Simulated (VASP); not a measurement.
# Zn (P6_3/mmc) in VASP: a series of runs, part 2 of 2

VASP 6.6.1. Earlier steps stand in the parts before.

## Step 3: Single point, PBE (13.50 Å³/atom)

This run uses another cell than the first one, of 13.50 Å³/atom.

The input, INCAR:

```
SYSTEM = Zn
  ALGO = Fast
  EDIFF = 1E-6
  ENCUT = 520
  GGA = PE
  ISIF = 2
  ISMEAR = 0
  LASPH = .True.
  LCHARG = .False.
  LREAL = .False.
  LWAVE = .False.
  NBANDS = 19
  NELM = 80
  PREC = Accurate
  SIGMA = 0.1
```

The input, KPOINTS:

```
k-points
0
Gamma
  18 18 8
  0 0 0
```

The input, POSCAR:

```
Zn
1.0
    2.5876255403      0.0000000000      0.0000000000
   -1.2938127702      2.2409494534      0.0000000000
    0.0000000000      0.0000000000      4.6554296681
Zn
2
Direct
    0.3333333333      0.6666666667      0.2500000000
    0.6666666667      0.3333333333      0.7500000000
```

Potentials or basis: VASP PAW PBE potentials, release 64 (Zn).

The run is started by

```bash
$ cat potpaw_PBE.64/Zn/POTCAR > POTCAR
$ mpirun -np 1 vasp_std > vasp.out
```

OUTCAR:

```text
SYSTEM = Zn
   EDIFF = 1E-6
   ENCUT = 520
   GGA = PE
   ISIF = 2
   ISMEAR = 0
   LASPH = .True.
   LREAL = .False.
   NELM = 80
   PREC = Accurate

 ion  position               nearest neighbor table
   1  0.333  0.667  0.250-   2 2.77   2 2.77   2 2.77   2 2.77   2 2.77   2 2.77
   2  0.667  0.333  0.750-   1 2.77   1 2.77   1 2.77   1 2.77   1 2.77   1 2.77

  LATTYP: Found a hexagonal cell.
 ALAT       =     2.5876255403
 C/A-ratio  =     1.7991125824

  Lattice vectors:

 A1 = (   2.5876255403,   0.0000000000,   0.0000000000)
 A2 = (  -1.2938127702,   2.2409494534,   0.0000000000)
 A3 = (   0.0000000000,   0.0000000000,   4.6554296681)

Analysis of symmetry for initial positions (statically):
=====================================================================
 Subroutine PRICEL returns:
 Original cell was already a primitive cell.

 Routine SETGRP: Setting up the symmetry group for a
 hexagonal supercell.

 Subroutine GETGRP returns: Found 24 space group operations
 (whereof 12 operations were pure point group operations)
 out of a pool of 24 trial point group operations.

The static configuration has the point symmetry D_3d.
 The point group associated with its full space group is D_6h.

Analysis of symmetry for dynamics (positions and initial velocities):
=====================================================================
 Subroutine PRICEL returns:
 Original cell was already a primitive cell.

 Routine SETGRP: Setting up the symmetry group for a
 hexagonal supercell.

 Subroutine GETGRP returns: Found 24 space group operations
 (whereof 12 operations were pure point group operations)
 out of a pool of 24 trial point group operations.

The dynamic configuration has the point symmetry D_3d.
 The point group associated with its full space group is D_6h.

 Subroutine INISYM returns: Found 24 space group operations
 (whereof 12 operations are pure point group operations),
 and found     1 'primitive' translations

----------------------------------------------------------------------------------------

                                     Primitive cell

  volume of cell :      26.9956

  direct lattice vectors                    reciprocal lattice vectors
     2.587625540  0.000000000  0.000000000     0.386454680  0.223119714  0.000000000
    -1.293812770  2.240949453  0.000000000     0.000000000  0.446239427  0.000000000
     0.000000000  0.000000000  4.655429668     0.000000000  0.000000000  0.214802944

  length of vectors
     2.587625540  2.587625540  4.655429668     0.446239427  0.446239427  0.214802944

  position of ions in fractional coordinates (direct lattice)
     0.333333333  0.666666667  0.250000000
     0.666666667  0.333333333  0.750000000

  ion indices of the primitive-cell ions
   primitive index   ion index
                 1           1
                 2           2

----------------------------------------------------------------------------------------

 KPOINTS: k-points

Automatic generation of k-mesh.
 Grid dimensions read from file:
 generate k-points for:   18   18    8

 Generating k-lattice:

  Cartesian coordinates                     Fractional coordinates (reciprocal lattice)
     0.021469704  0.012395540  0.000000000     0.055555556 -0.000000000  0.000000000
     0.000000000  0.024791079  0.000000000     0.000000000  0.055555556  0.000000000
     0.000000000  0.000000000  0.026850368     0.000000000  0.000000000  0.125000000

  Length of vectors
     0.024791079  0.024791079  0.026850368

  Shift w.r.t. Gamma in fractional coordinates (k-lattice)
     0.000000000  0.000000000  0.000000000

 Subroutine IBZKPT returns following result:
 ===========================================

 Found    185 irreducible k-points:

 Following reciprocal coordinates:
            Coordinates               Weight
  0.000000  0.000000  0.000000      1.000000
  0.055556  0.000000  0.000000      6.000000
  0.111111  0.000000  0.000000      6.000000
  0.166667  0.000000  0.000000      6.000000
  0.222222 -0.000000  0.000000      6.000000
  0.277778 -0.000000  0.000000      6.000000
[... 16 lines left out ...]
  0.333333  0.111111  0.000000     12.000000
  0.388889  0.111111  0.000000     12.000000
 [... further k-points ...]
   k-points           NKPTS =    185   k-points in BZ     NKDIM =    185   number of bands    NBANDS=     19
   number of dos      NEDOS =    301   number of ions     NIONS =      2
   total plane-waves  NPLWV =  14400
   dimension x,y,z NGX =    20 NGY =   20 NGZ =   36
   dimension x,y,z NGXF=    40 NGYF=   40 NGZF=   72
   ions per type =               2
   NGX,Y,Z   is equivalent  to a cutoff of  12.85, 12.85, 12.86 a.u.
   NGXF,Y,Z  is equivalent  to a cutoff of  25.70, 25.70, 25.71 a.u.
 SYSTEM =  Zn
   PREC   = accura    normal or accurate (medium, high low for compatibility)
   ISTART =      0    job   : 0-new  1-cont  2-samecut
   ICHARG =      2    charge: 1-file 2-atom 10-const
   ISPIN  =      1    spin polarized calculation?
   LNONCOLLINEAR =      F non collinear calculations
   LSORBIT =      F    spin-orbit coupling
   LASPH  =      T    aspherical Exc in radial PAW
   ENCUT  =  520.0 eV  38.22 Ry    6.18 a.u.   4.81  4.81  8.66*2*pi/ulx,y,z
   NELM   =     80;   NELMIN=  2; NELMDL= -5     # of ELM steps
   EDIFF  = 0.1E-05   stopping-criterion for ELM
   LREAL  =      F    real-space projection
   EDIFFG = 0.1E-04   stopping-criterion for IOM
   NSW    =      0    number of steps for IOM
   IBRION =     -1    ionic relax: 0-MD 1-quasi-New 2-CG
   NFREE  =      0    steps in history (QN), initial steepest desc. (CG)
   ISIF   =      2    stress and relaxation
   ISYM   =      2    0-nonsym 1-usesym 2-fastsym
   POTIM  = 0.5000    time-step for ionic-motion
   TEBEG  =    0.0;   TEEND  =   0.0 temperature during run
   PSTRESS=    0.0 pullay stress
   NELECT =      24.0000    total number of electrons
   NUPDOWN=      -1.0000    fix difference up-down
   EMIN   =  10.00;   EMAX   =-10.00  energy-range for DOS
   EFERMI =   0.00;   METHOD = LEGACY
   ISMEAR =     0;   SIGMA  =   0.10  broadening in eV -4-tet -1-fermi 0-gaus
   EFERMI_NEDOS =   21; number of points for ismear=-14 and -15
   IALGO  =     68    algorithm
   IMIX   =      4    mixing-type and parameters
     AMIX     =   0.40;   BMIX     =  1.00
     AMIX_MAG =   1.60;   BMIX_MAG =  1.00
  volume/ion in A,a.u.               =      13.50        91.09
  Fermi-wavevector in a.u.,A,eV,Ry     =   1.574155  2.974722 33.714746  2.477964
  Thomas-Fermi vector in A             =   2.675332
   LORBIT       =      0    0 simple, 1 ext, 2 COOP (PROOUT), +10 PAW based schemes
   GGA     = PE    functional components
   LHFCALC =     F    Hartree Fock is set to
   AEXX    =    0.0000 exact exchange contribution
   IVDW    =     0    specifies the selected vdW correction
   LEPSILON=     F    determine dielectric tensor
   LRPA    =     F    only Hartree local field effects (RPA)
 non-spin polarized calculation
 RMM-DIIS sequential band-by-band and
 Gauss-broadening in eV      SIGMA  =   0.10
  energy-cutoff  :      520.00
  volume of cell :       27.00
 maximum number of plane-waves:       740
 NGX is ok and might be reduce to    20
   NGX =  9   NGY =  9   NGZ = 17

 number of electron      23.9999981 magnetization

 Free energy of the ion-electron system (eV)
  ---------------------------------------------------
  ext. energy  EPLUGINS =         0.00000000
  ---------------------------------------------------
  free energy    TOTEN  =        -2.10856572 eV

  energy without entropy =       -2.10646820  energy(sigma->0) =       -2.10751696

 E-fermi :   4.1280     XC(G=0): -12.1964

 val. band max:        4.1230180857   @ k =   0.3333   0.0556   0.0000
 cond. band min:       4.1561441671   @ k =   0.2222  -0.0000   0.1250
 fundamental gap:      0.0331260815
 Fermi energy:         4.1279717130

 k-point     1 :       0.0000    0.0000    0.0000
  band No.  band energies     occupation
      1      -7.3746      2.00000
      2      -5.1116      2.00000
      3      -4.2240      2.00000
      4      -3.9895      2.00000
      5      -3.9895      2.00000
      6      -3.9158      2.00000
[... 11 lines left out ...]
     18      24.0940      0.00000
     19      24.1460      0.00000
[... 485 lines left out ...]
 k-point    24 :       0.3889    0.1111    0.0000
  band No.  band energies     occupation
      1      -4.7646      2.00000
      2      -4.6616      2.00000
      3      -4.5854      2.00000
      4      -3.9838      2.00000
      5      -3.8879      2.00000
      6      -3.8362      2.00000
[... 11 lines left out ...]
     18      18.2785      0.00000
     19      19.0975      0.00000

 [... further k-points ...]

------------------------ aborting loop because EDIFF is reached ----------------------------------------

  FORCE on cell =-STRESS in cart. coord.  units (eV):
  Direction    XX          YY          ZZ          XY          YZ          ZX
  --------------------------------------------------------------------------------------
  -------------------------------------------------------------------------------------
  Total        1.8983489      1.8983489      1.8449293     -0.0000000     -0.0000000      0.0000000
  in kB      112.6661223    112.6661223    109.4956965     -0.0000000     -0.0000000      0.0000000
  external PRESSURE =     111.6093137 kB  Pullay stress =       0.0000000 kB

 VOLUME and BASIS-vectors are now :
 -----------------------------------------------------------------------------
  energy-cutoff  :      520.00
  volume of cell :       27.00
      direct lattice vectors                 reciprocal lattice vectors
     2.587625540  0.000000000  0.000000000     0.386454680  0.223119714  0.000000000
    -1.293812770  2.240949453  0.000000000     0.000000000  0.446239427  0.000000000
     0.000000000  0.000000000  4.655429668     0.000000000  0.000000000  0.214802944

 POSITION                                       TOTAL-FORCE (eV/Angst)
 -----------------------------------------------------------------------------------
     -0.00000      1.49397      1.16386         0.000000      0.000000      0.000000
      1.29381      0.74698      3.49157        -0.000000      0.000000      0.000000
 -----------------------------------------------------------------------------------
    total drift:                               -0.000000      0.000000      0.000000

  FREE ENERGIE OF THE ION-ELECTRON SYSTEM (eV)
  ---------------------------------------------------
  free  energy   TOTEN  =        -2.1085657247 eV

  energy  without entropy=       -2.1064682047  energy(sigma->0) =       -2.10751696
```

OSZICAR:

```text
N       E                     dE             d eps       ncg     rms          rms(c)
DAV:   1     0.109599513147E+03    0.10960E+03   -0.12334E+04  7494   0.206E+03
DAV:   2     0.254916174823E+01   -0.10705E+03   -0.10323E+03  7092   0.295E+02
DAV:   3    -0.235571783974E+01   -0.49049E+01   -0.48849E+01  7832   0.692E+01
DAV:   4    -0.238234266425E+01   -0.26625E-01   -0.26619E-01  7720   0.521E+00
DAV:   5    -0.238237260690E+01   -0.29943E-04   -0.29943E-04  7664   0.158E-01    0.522E+00
RMM:   6    -0.212835228283E+01    0.25402E+00   -0.85299E-01  8164   0.111E+01    0.378E+00
RMM:   7    -0.211585816790E+01    0.12494E-01   -0.26652E-02  8397   0.229E+00    0.184E+00
RMM:   8    -0.210862863785E+01    0.72295E-02   -0.62260E-03  8067   0.699E-01    0.117E-01
RMM:   9    -0.210860395403E+01    0.24684E-04   -0.14725E-03  8623   0.545E-01    0.993E-02
RMM:  10    -0.210856322863E+01    0.40725E-04   -0.21800E-04  8504   0.156E-01    0.115E-02
RMM:  11    -0.210856555860E+01   -0.23300E-05   -0.16204E-05  8442   0.445E-02    0.349E-03
RMM:  12    -0.210856572474E+01   -0.16614E-06   -0.78108E-07  5095   0.929E-03
   1 F= -.21085657E+01 E0= -.21075170E+01  d E =-.209752E-02
```

Run time: 2 min. Hardware: 1 thread of Intel Xeon 8259CL, shared host; peak memory 0.2 GiB.

What came out:

| Quantity | Value |
| --- | --- |
| Free energy | -2.1086 eV |
| Pressure | 11.2 GPa |
| Band gap on the k mesh | zero (bands 12 and 13 overlap by 4.08 eV) |

Stress tensor (GPa, compression positive):
```
11.27  0.00  0.00
 0.00 11.27  0.00
 0.00  0.00 10.95
```

Caveat: the cell stands under pressure.

## Step 4: Single point, PBE (13.96 Å³/atom)

The input, INCAR:

```
SYSTEM = Zn
ALGO = Normal ; EDIFF = 1E-6
ENCUT = 520 ; GGA = PE
ISIF = 2 ; ISMEAR = 0
LASPH = .TRUE. ; LCHARG = .FALSE.
LREAL = .FALSE. ; LWAVE = .FALSE.
NBANDS = 19 ; NELM = 60
PREC = Accurate ; SIGMA = 0.1
```

The input, KPOINTS:

```
k-points
0
G
  18 18 8
  0 0 0
```

The input, POSCAR:

```
Zn
1.0
    2.6059968748      0.0000000000      0.0000000000
   -1.3029984374      2.2568594958      0.0000000000
    0.0000000000      0.0000000000      4.7465008949
Zn
2
Direct
    0.3333333333      0.6666666667      0.2500000000
    0.6666666667      0.3333333333      0.7500000000
```

The run is started by

```bash
$ cat potpaw_PBE.64/Zn/POTCAR > POTCAR
$ mpirun -np 1 vasp_std > vasp.out
```

Run time: 1.7 min. Hardware: 1 thread of Intel Xeon 8259CL, shared host; peak memory 0.2 GiB.

It converged, with:

```yaml
Free_energy: -2.1620 eV
Pressure: 7.5 GPa
Band_gap_on_the_k_mesh: zero (bands 12 and 13 overlap by 4.32 eV)
```

Stress tensor (GPa, compression positive):
```
7.62 0.00 0.00
0.00 7.62 0.00
0.00 0.00 7.34
```

Levels at points of the mesh, in eV from the Fermi level:
| k point | band 10 | band 11 | band 12 | band 13 | band 14 | band 15 |
| --- | --- | --- | --- | --- | --- | --- |
| (0.00, 0.00, 0.00) | -7.36 | -7.36 | -4.11 | -2.86 | 14.98 | 18.05 |
| (0.50, 0.00, 0.00) | -7.15 | -3.31 | -2.44 | 2.85 | 3.51 | 4.62 |
| (0.00, 0.00, 0.50) | -7.47 | -7.47 | -7.47 | 5.13 | 5.13 | 19.50 |
| (0.50, 0.00, 0.50) | -7.16 | -2.30 | -2.30 | 0.12 | 0.12 | 10.87 |

Caveat: the cell stands under pressure.

## Step 5: Summary

```tsv
task	cell	cutoff (eV)	gap on the mesh (eV)	pressure (GPa)
relaxation of shape and atoms at fixed volume	relaxed from a = 2.595, b = 2.595, c = 4.785 Å, angles 90.0, 90.0, 120.0°, 2 atoms	600	none	7.2
single point	a = 2.588, b = 2.588, c = 4.655 Å, angles 90.0, 90.0, 120.0°, 2 atoms	520	none	11.2
single point	a = 2.606, b = 2.606, c = 4.747 Å, angles 90.0, 90.0, 120.0°, 2 atoms	520	none	7.5
```

Alike in all rows: level PBE; potentials or basis VASP PAW PBE potentials, release 64 (Zn); no spin polarisation; k mesh 18 × 18 × 8; smearing gaussian 0.1 eV.

Caveats: the cell stands under pressure (at least some runs).

Absolute energies hang on the potentials; compare differences alone.
